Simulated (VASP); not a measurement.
TcMo:

```
Tc Mo
1.0
     1.54905   -2.24036    0.00000
     1.54905    2.24036    0.00000
     0.00000    0.00000    4.42249
Tc Mo
1 1
Direct
  0.50000 0.50000 0.50000
  0.00000 0.00000 0.00000
```

Base run:

- Program: VASP 6.6.1
- Functional: r2SCAN
- Potentials or basis: VASP PAW PBE potentials, release 64 (Tc_pv, Mo_sv)
- Cutoff: 520 eV
- k mesh: 9 × 9 × 5
- Occupations: fermi-dirac, width 0.1 eV
- Spin: no spin polarisation

Its results: pressure -5.8 GPa.

The run is repeated on the same cell with these changes: k mesh from 9 × 9 × 5 to 5 × 5 × 3. What comes out?

Pressure -5.4 GPa.

Caveats: some runs use coarse meshes; the PAW data sets were made with another functional, which shifts forces and pressure a little.
